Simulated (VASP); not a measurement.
Input of a VASP 6.6.1 run:

File POSCAR:

```
SnSe
1.0
    0.0000000000      3.0299343558      3.0299343558
    3.0299343558      0.0000000000      3.0299343558
    3.0299343558      3.0299343558      0.0000000000
Sn Se
1 1
Direct
    0.0000000000      0.0000000000      0.0000000000
    0.5000000000      0.5000000000      0.5000000000
```

Contents of INCAR.step1:

```
SYSTEM = SnSe
PREC = Accurate ; ENCUT = 550
ISMEAR = 0 ; SIGMA = 0.01
LREAL = .False. ; LASPH = .True.
NELM = 120 ; NBANDS = 17
GGA = PE ; ALGO = Normal
EDIFF = 1E-5 ; LWAVE = .True.
LCHARG = .False. ; GGA_COMPAT = .False.
```

The input INCAR.step2:

```
SYSTEM = SnSe
PREC = Accurate ; ENCUT = 550
EDIFF = 1E-6 ; ISMEAR = 0
SIGMA = 0.01 ; LREAL = .False.
LASPH = .True. ; NELM = 120
ALGO = Normal ; ISIF = 2
LWAVE = .False. ; LCHARG = .False.
METAGGA = R2SCAN ; LMIXTAU = .True.
NBANDS = 17 ; ISTART = 1
GGA_COMPAT = .False.
```

File KPOINTS:

```
regular mesh
0
Gamma
  5 5 5
  0 0 0
```

Potentials or basis: VASP PAW PBE potentials, release 64 (Sn_d, Se).

Command:

```sh
$ cat potpaw_PBE.64/Sn_d/POTCAR potpaw_PBE.64/Se/POTCAR > POTCAR
$ cp INCAR.step1 INCAR
$ mpirun -np 1 vasp_std > vasp.out
$ cp INCAR.step2 INCAR
$ mpirun -np 1 vasp_std > vasp.out
```

(1) Predict the pressure.

Results:

(1) -1.2 GPa.

Caveat: the PAW data sets were made with another functional, which shifts forces and pressure a little.
